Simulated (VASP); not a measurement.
# BiMo (rocksalt type) (Fm-3m) in VASP: notebook

The runs below take BiMo (rocksalt type) through electric field gradients, with PBEsol, LDA, PBE.

Program: VASP 6.6.1. These are calculated values, not measurements. Logs are shortened: lines on timing, memory, paths and dates and some standing lists are left out, and cuts for length are marked.

## 1. The cell of the first run

The structure is cubic, space group Fm-3m (No. 225). The conventional cell has a = 5.689 Å, b = 5.689 Å, c = 5.689 Å, α = 90.00°, β = 90.00°, γ = 90.00°. Mo (site symmetry m-3m) has 6 Bi at 2.84 Å within 3.7 Å. Within 3.7 Å of Bi (site symmetry m-3m) lie 6 Mo at 2.84 Å.

## 2. Electric field gradients, PBEsol

File INCAR:

```
ALGO = Normal ; EDIFF = 1E-8
ENCUT = 520 ; GGA = PS
ISIF = 2 ; ISMEAR = -1
LASPH = T ; LCHARG = F
LEFG = T ; LREAL = F
LWAVE = F ; NBANDS = 22
NELM = 60 ; PREC = Accurate
SIGMA = 0.05
```

File KPOINTS:

```
k-points
0
Gamma
  12 12 12
```

File POSCAR:

```
BiMo
1.0
    0.0000000000      2.8444813037      2.8444813037
    2.8444813037      0.0000000000      2.8444813037
    2.8444813037      2.8444813037      0.0000000000
Mo Bi
1 1
Direct
    0.0000000000      0.0000000000      0.0000000000
    0.5000000000      0.5000000000      0.5000000000
```

Potentials or basis: VASP PAW PBE potentials, release 64 (Mo_sv, Bi_d).

Launch:

```console
$ cat potpaw_PBE.64/Mo_sv/POTCAR potpaw_PBE.64/Bi_d/POTCAR > POTCAR
$ mpirun -np 1 vasp_std > vasp.out
```

OUTCAR:

```text
EDIFF = 1E-8
   ENCUT = 520
   GGA = PS
   ISIF = 2
   ISMEAR = -1
   LASPH = T
   LREAL = F
   NELM = 60
   PREC = Accurate

 ion  position               nearest neighbor table
   1  0.000  0.000  0.000-   2 2.84   2 2.84   2 2.84   2 2.84   2 2.84   2 2.84
   2  0.500  0.500  0.500-   1 2.84   1 2.84   1 2.84   1 2.84   1 2.84   1 2.84

  LATTYP: Found a face centered cubic cell.
 ALAT       =     5.6889626074

  Lattice vectors:

 A1 = (   0.0000000000,   2.8444813037,   2.8444813037)
 A2 = (   2.8444813037,   0.0000000000,   2.8444813037)
 A3 = (   2.8444813037,   2.8444813037,   0.0000000000)

Analysis of symmetry for initial positions (statically):
=====================================================================
 Subroutine PRICEL returns:
 Original cell was already a primitive cell.

 Routine SETGRP: Setting up the symmetry group for a
 face centered cubic supercell.

 Subroutine GETGRP returns: Found 48 space group operations
 (whereof 48 operations were pure point group operations)
 out of a pool of 48 trial point group operations.

The static configuration has the point symmetry O_h .

Analysis of symmetry for dynamics (positions and initial velocities):
=====================================================================
 Subroutine PRICEL returns:
 Original cell was already a primitive cell.

 Routine SETGRP: Setting up the symmetry group for a
 face centered cubic supercell.

 Subroutine GETGRP returns: Found 48 space group operations
 (whereof 48 operations were pure point group operations)
 out of a pool of 48 trial point group operations.

The dynamic configuration has the point symmetry O_h .

 Subroutine INISYM returns: Found 48 space group operations
 (whereof 48 operations are pure point group operations),
 and found     1 'primitive' translations

----------------------------------------------------------------------------------------

                                     Primitive cell

  volume of cell :      46.0298

  direct lattice vectors                    reciprocal lattice vectors
     0.000000000  2.844481304  2.844481304    -0.175778972  0.175778972  0.175778972
     2.844481304  0.000000000  2.844481304     0.175778972 -0.175778972  0.175778972
     2.844481304  2.844481304  0.000000000     0.175778972  0.175778972 -0.175778972

  length of vectors
     4.022704038  4.022704038  4.022704038     0.304458111  0.304458111  0.304458111

  position of ions in fractional coordinates (direct lattice)
     0.000000000  0.000000000  0.000000000
     0.500000000  0.500000000  0.500000000

  ion indices of the primitive-cell ions
   primitive index   ion index
                 1           1
                 2           2

----------------------------------------------------------------------------------------

 KPOINTS: k-points

Automatic generation of k-mesh.
 Grid dimensions read from file:
 generate k-points for:   12   12   12

 Generating k-lattice:

  Cartesian coordinates                     Fractional coordinates (reciprocal lattice)
    -0.014648248  0.014648248  0.014648248     0.083333333  0.000000000  0.000000000
     0.014648248 -0.014648248  0.014648248     0.000000000  0.083333333  0.000000000
     0.014648248  0.014648248 -0.014648248     0.000000000  0.000000000  0.083333333

  Length of vectors
     0.025371509  0.025371509  0.025371509

  Shift w.r.t. Gamma in fractional coordinates (k-lattice)
     0.000000000  0.000000000  0.000000000

 Subroutine IBZKPT returns following result:
 ===========================================

 Found     72 irreducible k-points:

 Following reciprocal coordinates:
            Coordinates               Weight
  0.000000  0.000000  0.000000      1.000000
  0.083333  0.000000  0.000000      8.000000
  0.166667  0.000000  0.000000      8.000000
  0.250000  0.000000  0.000000      8.000000
  0.333333  0.000000  0.000000      8.000000
  0.416667  0.000000  0.000000      8.000000
[... 16 lines left out ...]
  0.500000  0.166667  0.000000     24.000000
 -0.416667  0.166667  0.000000     24.000000
 [... further k-points ...]
   k-points           NKPTS =     72   k-points in BZ     NKDIM =     72   number of bands    NBANDS=     22
   number of dos      NEDOS =    301   number of ions     NIONS =      2
   total plane-waves  NPLWV =  27000
   dimension x,y,z NGX =    30 NGY =   30 NGZ =   30
   dimension x,y,z NGXF=    60 NGYF=   60 NGZF=   60
   ions per type =               1   1
   NGX,Y,Z   is equivalent  to a cutoff of  12.40, 12.40, 12.40 a.u.
   NGXF,Y,Z  is equivalent  to a cutoff of  24.80, 24.80, 24.80 a.u.
 SYSTEM =  unknown system
   PREC   = accura    normal or accurate (medium, high low for compatibility)
   ISTART =      0    job   : 0-new  1-cont  2-samecut
   ICHARG =      2    charge: 1-file 2-atom 10-const
   ISPIN  =      1    spin polarized calculation?
   LNONCOLLINEAR =      F non collinear calculations
   LSORBIT =      F    spin-orbit coupling
   LASPH  =      T    aspherical Exc in radial PAW
   ENCUT  =  520.0 eV  38.22 Ry    6.18 a.u.   7.48  7.48  7.48*2*pi/ulx,y,z
   NELM   =     60;   NELMIN=  2; NELMDL= -5     # of ELM steps
   EDIFF  = 0.1E-07   stopping-criterion for ELM
   LREAL  =      F    real-space projection
   EDIFFG = 0.1E-06   stopping-criterion for IOM
   NSW    =      0    number of steps for IOM
   IBRION =     -1    ionic relax: 0-MD 1-quasi-New 2-CG
   NFREE  =      0    steps in history (QN), initial steepest desc. (CG)
   ISIF   =      2    stress and relaxation
   ISYM   =      2    0-nonsym 1-usesym 2-fastsym
   POTIM  = 0.5000    time-step for ionic-motion
   TEBEG  =    0.0;   TEEND  =   0.0 temperature during run
   PSTRESS=    0.0 pullay stress
   NELECT =      29.0000    total number of electrons
   NUPDOWN=      -1.0000    fix difference up-down
   EMIN   =  10.00;   EMAX   =-10.00  energy-range for DOS
   EFERMI =   0.00;   METHOD = LEGACY
   ISMEAR =    -1;   SIGMA  =   0.05  broadening in eV -4-tet -1-fermi 0-gaus
   EFERMI_NEDOS =   21; number of points for ismear=-14 and -15
   IALGO  =     38    algorithm
   IMIX   =      4    mixing-type and parameters
     AMIX     =   0.40;   BMIX     =  1.00
     AMIX_MAG =   1.60;   BMIX_MAG =  1.00
  volume/ion in A,a.u.               =      23.01       155.31
  Fermi-wavevector in a.u.,A,eV,Ry     =   1.403442  2.652120 26.798701  1.969649
  Thomas-Fermi vector in A             =   2.526103
   LORBIT       =      0    0 simple, 1 ext, 2 COOP (PROOUT), +10 PAW based schemes
   GGA     = PS    functional components
   LHFCALC =     F    Hartree Fock is set to
   AEXX    =    0.0000 exact exchange contribution
   IVDW    =     0    specifies the selected vdW correction
   LEPSILON=     F    determine dielectric tensor
   LRPA    =     F    only Hartree local field effects (RPA)
 non-spin polarized calculation
  energy-cutoff  :      520.00
  volume of cell :       46.03
 maximum number of plane-waves:      1258
 NGX is ok and might be reduce to    30
   NGX = 15   NGY = 15   NGZ = 15

 number of electron      28.9999990 magnetization

 Free energy of the ion-electron system (eV)
  ---------------------------------------------------
  ext. energy  EPLUGINS =         0.00000000
  ---------------------------------------------------
  free energy    TOTEN  =       -13.60887965 eV

  energy without entropy =      -13.57043917  energy(sigma->0) =      -13.58965941

 E-fermi :   9.4514     XC(G=0): -11.5761

 val. band max:        9.4507702638   @ k =   0.4167   0.3333   0.0833
 cond. band min:       9.4521384529   @ k =  -0.3333   0.3333   0.1667
 fundamental gap:      0.0013681890
 Fermi energy:         9.4514402722

 k-point     1 :       0.0000    0.0000    0.0000
  band No.  band energies     occupation
      1     -51.3319      2.00000
      2     -25.4796      2.00000
      3     -25.4796      2.00000
      4     -25.4796      2.00000
      5     -13.3403      2.00000
      6     -13.3403      2.00000
[... 14 lines left out ...]
     21      20.3643      0.00000
     22      20.3643      0.00000

 k-point     2 :       0.0833    0.0000    0.0000
  band No.  band energies     occupation
      1     -51.3318      2.00000
      2     -25.4826      2.00000
      3     -25.4805      2.00000
      4     -25.4805      2.00000
      5     -13.3366      2.00000
      6     -13.3366      2.00000
[... 542 lines left out ...]
 k-point    24 :      -0.4167    0.1667    0.0000
  band No.  band energies     occupation
      1     -51.3296      2.00000
      2     -25.5190      2.00000
      3     -25.4969      2.00000
      4     -25.4939      2.00000
      5     -13.3032      2.00000
      6     -13.2863      2.00000
[... 14 lines left out ...]
     21      18.1483      0.00000
     22      20.8087      0.00000

 [... further k-points ...]

------------------------ aborting loop because EDIFF is reached ----------------------------------------

  FORCE on cell =-STRESS in cart. coord.  units (eV):
  Direction    XX          YY          ZZ          XY          YZ          ZX
  --------------------------------------------------------------------------------------
  -------------------------------------------------------------------------------------
  Total       -1.3074860     -1.3074860     -1.3074860      0.0000000     -0.0000000      0.0000000
  in kB      -45.5101634    -45.5101634    -45.5101634      0.0000000     -0.0000000      0.0000000
  external PRESSURE =     -45.5101634 kB  Pullay stress =       0.0000000 kB

 VOLUME and BASIS-vectors are now :
 -----------------------------------------------------------------------------
  energy-cutoff  :      520.00
  volume of cell :       46.03
      direct lattice vectors                 reciprocal lattice vectors
     0.000000000  2.844481304  2.844481304    -0.175778972  0.175778972  0.175778972
     2.844481304  0.000000000  2.844481304     0.175778972 -0.175778972  0.175778972
     2.844481304  2.844481304  0.000000000     0.175778972  0.175778972 -0.175778972

 POSITION                                       TOTAL-FORCE (eV/Angst)
 -----------------------------------------------------------------------------------
      0.00000      0.00000      0.00000         0.000000     -0.000000     -0.000000
      2.84448      2.84448      2.84448        -0.000000      0.000000      0.000000
 -----------------------------------------------------------------------------------
    total drift:                                0.000000      0.000000      0.000000

  FREE ENERGIE OF THE ION-ELECTRON SYSTEM (eV)
  ---------------------------------------------------
  free  energy   TOTEN  =       -13.6088796532 eV

  energy  without entropy=      -13.5704391693  energy(sigma->0) =      -13.58965941

 Electric field gradients (V/A^2)
---------------------------------------------------------------------
 ion       V_xx      V_yy      V_zz      V_xy      V_xz      V_yz
---------------------------------------------------------------------
   1      -0.000    -0.000    -0.000    -0.000    -0.000    -0.000
   2      -0.000     0.000    -0.000     0.000     0.000     0.000
---------------------------------------------------------------------

 Electric field gradients after diagonalization (V/A^2)
 (convention: |V_zz| > |V_xx| > |V_yy|)
----------------------------------------------------------------------
 ion       V_xx      V_yy      V_zz     asymmetry (V_yy - V_xx)/ V_zz
----------------------------------------------------------------------
   1       0.000     0.000    -0.000       0.000
   2      -0.000    -0.000     0.000       0.000
----------------------------------------------------------------------

           NMR quadrupolar parameters

 Cq : quadrupolar parameter    Cq=e*Q*V_zz/h
 eta: asymmetry parameters     (V_yy - V_xx)/ V_zz
 Q  : nuclear electric quadrupole moment in mb (millibarn)
----------------------------------------------------------------------
 ion       Cq(MHz)       eta       Q (mb)
----------------------------------------------------------------------
   1      -0.000       0.000       1.000
   2       0.000       0.000       1.000
----------------------------------------------------------------------
```

Run time: 42 s. Hardware: 1 thread of Intel Xeon 6975P-C (Granite Rapids), shared host; peak memory 0.21 GiB.

Results:

| Item | Value |
| --- | --- |
| Free energy | -13.6089 eV |
| Pressure | -4.6 GPa |
| Band gap on the k mesh | zero (an odd number of electrons rules out a gap without spin polarisation) |
| Largest electric field gradient by atom | zero within the noise of the run |

Levels at points of the mesh, in eV from the Fermi level:
| k point | band 13 | band 14 | band 15 | band 16 | band 17 | band 18 |
| --- | --- | --- | --- | --- | --- | --- |
| (0.00, 0.00, 0.00) | -1.08 | -0.59 | -0.59 | 1.42 | 1.42 | 1.42 |
| (0.50, 0.00, 0.00) | -3.24 | -0.08 | -0.08 | 0.50 | 3.65 | 6.04 |
| (0.50, 0.50, 0.00) | -1.13 | -1.13 | -0.07 | 0.41 | 0.41 | 1.41 |

Caveat: the cell stands under tension; the PAW data sets were made with another functional, which shifts forces and pressure a little; spin-orbit coupling is left out, which moves the levels of the heavy elements.

[end of part 1 of 2]
